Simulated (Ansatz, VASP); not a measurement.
**TePb: VASP beside Ansatz**

```
Te Pb
1.0
     0.00000    3.23553    3.23553
     3.23553    0.00000    3.23553
     3.23553    3.23553    0.00000
Te Pb
1 1
Direct
  0.50000 0.50000 0.50000
  0.00000 0.00000 0.00000
```

Alike in both runs: functional PBE; dispersion D3(BJ); k mesh 8 × 8 × 8; occupations gaussian, width 0.02 eV; no spin polarisation.

Ansatz relaxed the structure, and its values are those at the end. VASP's run is a single point on that final structure, the one shown.

|  | VASP | Ansatz |
| --- | --- | --- |
| version | VASP 6.6.1 | Ansatz 0.2.0 |
| potentials or method | VASP PAW PBE potentials, release 64 (Te, Pb_d), cutoff 500 eV | scalar-relativistic, plane waves, PAW |
| valence electrons in the cell | 20 | 30 |

```tsv
	VASP	Ansatz	Ansatz less VASP
gap on the k mesh at the Fermi level (eV)	0.74	0.74	-0.005
least direct gap on the mesh (eV)	0.74	0.74	-0.005
pressure (GPa)	-0.1	0.0	+0.06
```

VASP's potentials hold 20 valence electrons a cell and Ansatz's 30, so a difference there can come from the potentials and not from the codes.

Neither program's run includes spin-orbit coupling.
